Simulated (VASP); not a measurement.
# BaF2 (Fm-3m) in VASP: settings compared

BaF2 is run at these levels: r2SCAN, LDA; tasks: single point.

Program: VASP 6.6.1. These are calculated values, not measurements. Logs are shortened: lines on timing, memory, paths and dates and some standing lists are left out, and cuts for length are marked.

## Step 1: The cell of the first run

The structure is cubic, space group Fm-3m (No. 225). The conventional cell has a = 6.270 Å, b = 6.270 Å, c = 6.270 Å, α = 90.00°, β = 90.00°, γ = 90.00°. Ba (site symmetry m-3m) has 8 F at 2.71 Å within 3.6 Å. F (site symmetry -43m) has 4 Ba at 2.71 Å and 6 F at 3.13 Å within 3.6 Å.

## Step 2: Single point, r2SCAN

Input file POSCAR:

```
BaF2
1.0
    0.0000000000      3.1347970000      3.1347970000
    3.1347970000      0.0000000000      3.1347970000
    3.1347970000      3.1347970000      0.0000000000
Ba F
1 2
Direct
    0.0000000000      0.0000000000      0.0000000000
    0.2500000000      0.2500000000      0.2500000000
    0.7500000000      0.7500000000      0.7500000000
```

Input file INCAR.step1:

```
SYSTEM = BaF2
PREC = Accurate
ENCUT = 660
ISMEAR = 0
SIGMA = 0.0108
LREAL = .False.
LASPH = .True.
NELM = 120
NBANDS = 19
GGA = PE
ALGO = Normal
EDIFF = 1E-5
LWAVE = .True.
LCHARG = .False.
GGA_COMPAT = .False.
```

Input file INCAR.step2:

```
SYSTEM = BaF2
PREC = Accurate
ENCUT = 660
EDIFF = 1E-6
ISMEAR = 0
SIGMA = 0.0108
LREAL = .False.
LASPH = .True.
NELM = 120
ALGO = Normal
ISIF = 2
LWAVE = .False.
LCHARG = .True.
METAGGA = R2SCAN
LMIXTAU = .True.
LELF = .True.
LVHAR = .True.
NBANDS = 19
ISTART = 1
GGA_COMPAT = .False.
```

Input file KPOINTS:

```
Automatic mesh
0
Gamma
  5 5 5
  0 0 0
```

Potentials or basis: VASP PAW PBE potentials, release 64 (Ba_sv, F).

Command:

```bash
$ cat potpaw_PBE.64/Ba_sv/POTCAR potpaw_PBE.64/F/POTCAR > POTCAR
$ cp INCAR.step1 INCAR
$ mpirun -np 1 vasp_std > vasp.out
$ cp INCAR.step2 INCAR
$ mpirun -np 1 vasp_std > vasp.out
```

OUTCAR:

```text
SYSTEM = BaF2
   PREC = Accurate
   ENCUT = 660
   EDIFF = 1E-6
   ISMEAR = 0
   LREAL = .False.
   LASPH = .True.
   NELM = 120
   ISIF = 2
   METAGGA = R2SCAN
   ISTART = 1

 ion  position               nearest neighbor table
   1  0.000  0.000  0.000-   2 2.71   3 2.71   3 2.71   3 2.71   3 2.71   2 2.71   2 2.71   2 2.71

   2  0.250  0.250  0.250-   1 2.71   1 2.71   1 2.71   1 2.71
   3  0.750  0.750  0.750-   1 2.71   1 2.71   1 2.71   1 2.71

  LATTYP: Found a face centered cubic cell.
 ALAT       =     6.2695940000

  Lattice vectors:

 A1 = (   0.0000000000,   3.1347970000,   3.1347970000)
 A2 = (   3.1347970000,   0.0000000000,   3.1347970000)
 A3 = (   3.1347970000,   3.1347970000,   0.0000000000)

Analysis of symmetry for initial positions (statically):
=====================================================================
 Subroutine PRICEL returns:
 Original cell was already a primitive cell.

 Routine SETGRP: Setting up the symmetry group for a
 face centered cubic supercell.

 Subroutine GETGRP returns: Found 48 space group operations
 (whereof 48 operations were pure point group operations)
 out of a pool of 48 trial point group operations.

The static configuration has the point symmetry O_h .

Analysis of symmetry for dynamics (positions and initial velocities):
=====================================================================
 Subroutine PRICEL returns:
 Original cell was already a primitive cell.

 Routine SETGRP: Setting up the symmetry group for a
 face centered cubic supercell.

 Subroutine GETGRP returns: Found 48 space group operations
 (whereof 48 operations were pure point group operations)
 out of a pool of 48 trial point group operations.

The dynamic configuration has the point symmetry O_h .

 Subroutine INISYM returns: Found 48 space group operations
 (whereof 48 operations are pure point group operations),
 and found     1 'primitive' translations

----------------------------------------------------------------------------------------

                                     Primitive cell

  volume of cell :      61.6110

  direct lattice vectors                    reciprocal lattice vectors
     0.000000000  3.134797000  3.134797000    -0.159499961  0.159499961  0.159499961
     3.134797000  0.000000000  3.134797000     0.159499961 -0.159499961  0.159499961
     3.134797000  3.134797000  0.000000000     0.159499961  0.159499961 -0.159499961

  length of vectors
     4.433272433  4.433272433  4.433272433     0.276262037  0.276262037  0.276262037

  position of ions in fractional coordinates (direct lattice)
     0.000000000  0.000000000  0.000000000
     0.250000000  0.250000000  0.250000000
     0.750000000  0.750000000  0.750000000

  ion indices of the primitive-cell ions
   primitive index   ion index
                 1           1
                 2           2
                 3           3

----------------------------------------------------------------------------------------

 KPOINTS: Automatic mesh

Automatic generation of k-mesh.
 Grid dimensions read from file:
 generate k-points for:    5    5    5

 Generating k-lattice:

  Cartesian coordinates                     Fractional coordinates (reciprocal lattice)
    -0.031899992  0.031899992  0.031899992     0.200000000  0.000000000  0.000000000
     0.031899992 -0.031899992  0.031899992     0.000000000  0.200000000  0.000000000
     0.031899992  0.031899992 -0.031899992     0.000000000  0.000000000  0.200000000

  Length of vectors
     0.055252407  0.055252407  0.055252407

  Shift w.r.t. Gamma in fractional coordinates (k-lattice)
     0.000000000  0.000000000  0.000000000

 Subroutine IBZKPT returns following result:
 ===========================================

 Found     10 irreducible k-points:

 Following reciprocal coordinates:
            Coordinates               Weight
  0.000000  0.000000  0.000000      1.000000
  0.200000  0.000000  0.000000      8.000000
  0.400000  0.000000  0.000000      8.000000
  0.200000  0.200000  0.000000      6.000000
  0.400000  0.200000  0.000000     24.000000
 -0.400000  0.200000  0.000000     24.000000
 -0.200000  0.200000  0.000000     12.000000
  0.400000  0.400000  0.000000      6.000000
 -0.400000  0.400000  0.000000     12.000000
 -0.400000  0.400000  0.200000     24.000000
   k-points           NKPTS =     10   k-points in BZ     NKDIM =     10   number of bands    NBANDS=     19
   number of dos      NEDOS =    301   number of ions     NIONS =      3
   total plane-waves  NPLWV =  64000
   dimension x,y,z NGX =    40 NGY =   40 NGZ =   40
   dimension x,y,z NGXF=    80 NGYF=   80 NGZF=   80
   ions per type =               1   2
   NGX,Y,Z   is equivalent  to a cutoff of  15.00, 15.00, 15.00 a.u.
   NGXF,Y,Z  is equivalent  to a cutoff of  30.00, 30.00, 30.00 a.u.
 SYSTEM =  BaF2
   PREC   = accura    normal or accurate (medium, high low for compatibility)
   ISTART =      1    job   : 0-new  1-cont  2-samecut
   ICHARG =      0    charge: 1-file 2-atom 10-const
   ISPIN  =      1    spin polarized calculation?
   LNONCOLLINEAR =      F non collinear calculations
   LSORBIT =      F    spin-orbit coupling
   LASPH  =      T    aspherical Exc in radial PAW
   ENCUT  =  660.0 eV  48.51 Ry    6.96 a.u.   9.29  9.29  9.29*2*pi/ulx,y,z
   NELM   =    120;   NELMIN=  2; NELMDL=  0     # of ELM steps
   EDIFF  = 0.1E-05   stopping-criterion for ELM
   LREAL  =      F    real-space projection
   EDIFFG = 0.1E-04   stopping-criterion for IOM
   NSW    =      0    number of steps for IOM
   IBRION =     -1    ionic relax: 0-MD 1-quasi-New 2-CG
   NFREE  =      0    steps in history (QN), initial steepest desc. (CG)
   ISIF   =      2    stress and relaxation
   ISYM   =      2    0-nonsym 1-usesym 2-fastsym
   POTIM  = 0.5000    time-step for ionic-motion
   TEBEG  =    0.0;   TEEND  =   0.0 temperature during run
   PSTRESS=    0.0 pullay stress
   NELECT =      24.0000    total number of electrons
   NUPDOWN=      -1.0000    fix difference up-down
   EMIN   =  10.00;   EMAX   =-10.00  energy-range for DOS
   EFERMI =   0.00;   METHOD = LEGACY
   ISMEAR =     0;   SIGMA  =   0.01  broadening in eV -4-tet -1-fermi 0-gaus
   EFERMI_NEDOS =   21; number of points for ismear=-14 and -15
   IALGO  =     38    algorithm
   IMIX   =      4    mixing-type and parameters
     AMIX     =   0.40;   BMIX     =  1.00
     AMIX_MAG =   1.60;   BMIX_MAG =  1.00
  volume/ion in A,a.u.               =      20.54       138.59
  Fermi-wavevector in a.u.,A,eV,Ry     =   1.195618  2.259391 19.449565  1.429503
  Thomas-Fermi vector in A             =   2.331579
   LORBIT       =      0    0 simple, 1 ext, 2 COOP (PROOUT), +10 PAW based schemes
   METAGGA = R2SCAN    functional components
   LHFCALC =     F    Hartree Fock is set to
   AEXX    =    0.0000 exact exchange contribution
   IVDW    =     0    specifies the selected vdW correction
   LEPSILON=     F    determine dielectric tensor
   LRPA    =     F    only Hartree local field effects (RPA)
 non-spin polarized calculation
 Gauss-broadening in eV      SIGMA  =   0.01
  energy-cutoff  :      660.00
  volume of cell :       61.61
 maximum number of plane-waves:      2421
 NGX is ok and might be reduce to    40
   NGX = 19   NGY = 19   NGZ = 19

 number of electron      23.9999995 magnetization

 Free energy of the ion-electron system (eV)
  ---------------------------------------------------
  ext. energy  EPLUGINS =         0.00000000
  ---------------------------------------------------
  free energy    TOTEN  =       -45.06878064 eV

  energy without entropy =      -45.06878064  energy(sigma->0) =      -45.06878064

 E-fermi :  -2.6037     XC(G=0):  -9.0752

 val. band max:       -2.7220205740   @ k =  -0.2000   0.2000   0.0000
 cond. band min:       4.4702781192   @ k =   0.0000   0.0000   0.0000
 fundamental gap:      7.1922986932
 Fermi energy:        -2.6036538408

 k-point     1 :       0.0000    0.0000    0.0000
  band No.  band energies     occupation
      1     -26.4461      2.00000
      2     -22.7579      2.00000
      3     -22.6798      2.00000
      4     -10.8508      2.00000
      5     -10.8508      2.00000
      6     -10.8508      2.00000
[... 11 lines left out ...]
     18       9.2681      0.00000
     19      13.2269      0.00000

 k-point     2 :       0.2000    0.0000    0.0000
  band No.  band energies     occupation
      1     -26.3763      2.00000
      2     -22.7964      2.00000
      3     -22.7551      2.00000
      4     -10.9094      2.00000
      5     -10.9007      2.00000
      6     -10.9007      2.00000
[... 11 lines left out ...]
     18       9.3129      0.00000
     19      11.8729      0.00000

 k-point     3 :       0.4000    0.0000    0.0000
  band No.  band energies     occupation
      1     -26.2548      2.00000
      2     -22.9359      2.00000
      3     -22.8085      2.00000
      4     -10.9904      2.00000
      5     -10.9781      2.00000
      6     -10.9781      2.00000
[... 11 lines left out ...]
     18       9.4447      0.00000
     19      11.5279      0.00000

 k-point     4 :       0.2000    0.2000    0.0000
  band No.  band energies     occupation
      1     -26.3525      2.00000
      2     -22.7955      2.00000
      3     -22.7939      2.00000
      4     -10.9761      2.00000
      5     -10.9761      2.00000
      6     -10.8097      2.00000
[... 99 lines left out ...]
     18       9.7679      0.00000
     19      12.9953      0.00000

 k-point     9 :      -0.4000    0.4000    0.0000
  band No.  band energies     occupation
      1     -26.1599      2.00000
      2     -22.9981      2.00000
      3     -22.8924      2.00000
      4     -11.1601      2.00000
      5     -11.1541      2.00000
      6     -10.8025      2.00000
[... 11 lines left out ...]
     18      11.8570      0.00000
     19      12.1062      0.00000

 k-point    10 :      -0.4000    0.4000    0.2000
  band No.  band energies     occupation
      1     -26.1767      2.00000
      2     -22.9547      2.00000
      3     -22.9107      2.00000
      4     -11.1723      2.00000
      5     -11.0248      2.00000
      6     -10.8952      2.00000
[... 11 lines left out ...]
     18      11.0228      0.00000
     19      12.4587      0.00000

------------------------ aborting loop because EDIFF is reached ----------------------------------------

  FORCE on cell =-STRESS in cart. coord.  units (eV):
  Direction    XX          YY          ZZ          XY          YZ          ZX
  --------------------------------------------------------------------------------------
  -------------------------------------------------------------------------------------
  Total       -0.4917685     -0.4917685     -0.4917685     -0.0000000     -0.0000000      0.0000000
  in kB      -12.7883069    -12.7883069    -12.7883069     -0.0000000     -0.0000000      0.0000000
  external PRESSURE =     -12.7883069 kB  Pullay stress =       0.0000000 kB

 VOLUME and BASIS-vectors are now :
 -----------------------------------------------------------------------------
  energy-cutoff  :      660.00
  volume of cell :       61.61
      direct lattice vectors                 reciprocal lattice vectors
     0.000000000  3.134797000  3.134797000    -0.159499961  0.159499961  0.159499961
     3.134797000  0.000000000  3.134797000     0.159499961 -0.159499961  0.159499961
     3.134797000  3.134797000  0.000000000     0.159499961  0.159499961 -0.159499961

 POSITION                                       TOTAL-FORCE (eV/Angst)
 -----------------------------------------------------------------------------------
      0.00000      0.00000      0.00000         0.000000      0.000000      0.000000
      1.56740      1.56740      1.56740         0.000000      0.000000      0.000000
      4.70220      4.70220      4.70220        -0.000000     -0.000000     -0.000000
 -----------------------------------------------------------------------------------
    total drift:                                0.000000     -0.000000      0.000000

  FREE ENERGIE OF THE ION-ELECTRON SYSTEM (eV)
  ---------------------------------------------------
  free  energy   TOTEN  =       -45.0687806373 eV

  energy  without entropy=      -45.0687806373  energy(sigma->0) =      -45.06878064
```

It took 88 s on 1 thread of Intel Xeon 6975P-C, shared host; peak memory 0.26 GiB.

What came out:

```
Free energy            : -45.0688 eV
Pressure               : -1.3 GPa
Band gap on the k mesh : 7.19 eV, indirect (least direct gap 7.26 eV)
```

Caveat: the PAW data sets were made with another functional, which shifts forces and pressure a little; spin-orbit coupling is left out, which moves the levels of the heavy elements. A k mesh can miss the band edges.

## Step 3: Single point, r2SCAN

POSCAR is that of step 2.

Input file INCAR.step1:

```
PREC = Accurate ; ENCUT = 660
ISMEAR = 0 ; SIGMA = 0.0108
LREAL = False ; LASPH = True
NELM = 120 ; NBANDS = 19
GGA = PE ; ALGO = Normal
EDIFF = 1E-5 ; LWAVE = True
LCHARG = False ; GGA_COMPAT = False
```

Input file INCAR.step2:

```
PREC = Accurate ; ENCUT = 660
EDIFF = 1E-6 ; ISMEAR = 0
SIGMA = 0.0108 ; LREAL = False
LASPH = True ; NELM = 120
ALGO = Normal ; ISIF = 2
LWAVE = False ; LCHARG = True
METAGGA = R2SCAN ; LMIXTAU = True
LELF = True ; LVHAR = True
NBANDS = 19 ; ISTART = 1
GGA_COMPAT = False
```

Input file KPOINTS:

```
regular mesh
0
Gamma
  5 5 5
```

Potentials or basis: VASP PAW PBE potentials, release 64 (Ba_sv, F).

Command:

```bash
$ cat potpaw_PBE.64/Ba_sv/POTCAR potpaw_PBE.64/F/POTCAR > POTCAR
$ cp INCAR.step1 INCAR
$ mpirun -np 1 vasp_std > vasp.out
$ cp INCAR.step2 INCAR
$ mpirun -np 1 vasp_std > vasp.out
```

OUTCAR:

```text
PREC = Accurate
   ENCUT = 660
   EDIFF = 1E-6
   ISMEAR = 0
   LREAL = False
   LASPH = True
   NELM = 120
   ISIF = 2
   METAGGA = R2SCAN
   ISTART = 1

 ion  position               nearest neighbor table
   1  0.000  0.000  0.000-   2 2.71   3 2.71   3 2.71   3 2.71   3 2.71   2 2.71   2 2.71   2 2.71

   2  0.250  0.250  0.250-   1 2.71   1 2.71   1 2.71   1 2.71
   3  0.750  0.750  0.750-   1 2.71   1 2.71   1 2.71   1 2.71

  LATTYP: Found a face centered cubic cell.
 ALAT       =     6.2695940000

  Lattice vectors:

 A1 = (   0.0000000000,   3.1347970000,   3.1347970000)
 A2 = (   3.1347970000,   0.0000000000,   3.1347970000)
 A3 = (   3.1347970000,   3.1347970000,   0.0000000000)

Analysis of symmetry for initial positions (statically):
=====================================================================
 Subroutine PRICEL returns:
 Original cell was already a primitive cell.

 Routine SETGRP: Setting up the symmetry group for a
 face centered cubic supercell.

 Subroutine GETGRP returns: Found 48 space group operations
 (whereof 48 operations were pure point group operations)
 out of a pool of 48 trial point group operations.

The static configuration has the point symmetry O_h .

Analysis of symmetry for dynamics (positions and initial velocities):
=====================================================================
 Subroutine PRICEL returns:
 Original cell was already a primitive cell.

 Routine SETGRP: Setting up the symmetry group for a
 face centered cubic supercell.

 Subroutine GETGRP returns: Found 48 space group operations
 (whereof 48 operations were pure point group operations)
 out of a pool of 48 trial point group operations.

[... 100 lines left out ...]
   EMIN   =  10.00;   EMAX   =-10.00  energy-range for DOS
   EFERMI =   0.00;   METHOD = LEGACY
   ISMEAR =     0;   SIGMA  =   0.01  broadening in eV -4-tet -1-fermi 0-gaus
   EFERMI_NEDOS =   21; number of points for ismear=-14 and -15
   IALGO  =     38    algorithm
   IMIX   =      4    mixing-type and parameters
     AMIX     =   0.40;   BMIX     =  1.00
     AMIX_MAG =   1.60;   BMIX_MAG =  1.00
  volume/ion in A,a.u.               =      20.54       138.59
  Fermi-wavevector in a.u.,A,eV,Ry     =   1.195618  2.259391 19.449565  1.429503
  Thomas-Fermi vector in A             =   2.331579
   LORBIT       =      0    0 simple, 1 ext, 2 COOP (PROOUT), +10 PAW based schemes
   METAGGA = R2SCAN    functional components
   LHFCALC =     F    Hartree Fock is set to
   AEXX    =    0.0000 exact exchange contribution
   IVDW    =     0    specifies the selected vdW correction
   LEPSILON=     F    determine dielectric tensor
   LRPA    =     F    only Hartree local field effects (RPA)
 non-spin polarized calculation
 Gauss-broadening in eV      SIGMA  =   0.01
  energy-cutoff  :      660.00
  volume of cell :       61.61
 maximum number of plane-waves:      2421
 NGX is ok and might be reduce to    40
   NGX = 19   NGY = 19   NGZ = 19

 number of electron      23.9999995 magnetization

 Free energy of the ion-electron system (eV)
  ---------------------------------------------------
  ext. energy  EPLUGINS =         0.00000000
  ---------------------------------------------------
  free energy    TOTEN  =       -45.06878064 eV

  energy without entropy =      -45.06878064  energy(sigma->0) =      -45.06878064

 E-fermi :  -2.6037     XC(G=0):  -9.0752

 val. band max:       -2.7220205740   @ k =  -0.2000   0.2000   0.0000
 cond. band min:       4.4702781192   @ k =   0.0000   0.0000   0.0000
 fundamental gap:      7.1922986932
 Fermi energy:        -2.6036538408

 k-point     1 :       0.0000    0.0000    0.0000
  band No.  band energies     occupation
      1     -26.4461      2.00000
      2     -22.7579      2.00000
      3     -22.6798      2.00000
      4     -10.8508      2.00000
      5     -10.8508      2.00000
      6     -10.8508      2.00000
[... 197 lines left out ...]
      6     -10.8952      2.00000
[... 11 lines left out ...]
     18      11.0228      0.00000
     19      12.4587      0.00000

------------------------ aborting loop because EDIFF is reached ----------------------------------------

  FORCE on cell =-STRESS in cart. coord.  units (eV):
  Direction    XX          YY          ZZ          XY          YZ          ZX
  --------------------------------------------------------------------------------------
  -------------------------------------------------------------------------------------
  Total       -0.4917685     -0.4917685     -0.4917685     -0.0000000     -0.0000000      0.0000000
  in kB      -12.7883069    -12.7883069    -12.7883069     -0.0000000     -0.0000000      0.0000000
  external PRESSURE =     -12.7883069 kB  Pullay stress =       0.0000000 kB

 VOLUME and BASIS-vectors are now :
 -----------------------------------------------------------------------------
  energy-cutoff  :      660.00
  volume of cell :       61.61
      direct lattice vectors                 reciprocal lattice vectors
     0.000000000  3.134797000  3.134797000    -0.159499961  0.159499961  0.159499961
     3.134797000  0.000000000  3.134797000     0.159499961 -0.159499961  0.159499961
     3.134797000  3.134797000  0.000000000     0.159499961  0.159499961 -0.159499961

 POSITION                                       TOTAL-FORCE (eV/Angst)
 -----------------------------------------------------------------------------------
      0.00000      0.00000      0.00000         0.000000      0.000000      0.000000
      1.56740      1.56740      1.56740         0.000000      0.000000      0.000000
      4.70220      4.70220      4.70220        -0.000000     -0.000000     -0.000000
 -----------------------------------------------------------------------------------
    total drift:                                0.000000     -0.000000      0.000000

  FREE ENERGIE OF THE ION-ELECTRON SYSTEM (eV)
  ---------------------------------------------------
  free  energy   TOTEN  =       -45.0687806373 eV

  energy  without entropy=      -45.0687806373  energy(sigma->0) =      -45.06878064
```

Run time: 97 s. Hardware: 1 thread of Intel Xeon 6975P-C, shared host; peak memory 0.26 GiB.

Results:

```
Free energy            : -45.0688 eV
Pressure               : -1.3 GPa
Band gap on the k mesh : 7.19 eV, indirect (least direct gap 7.26 eV)
```

Caveat: the PAW data sets were made with another functional, which shifts forces and pressure a little; spin-orbit coupling is left out, which moves the levels of the heavy elements.

(Continued in part 2 of 2.)
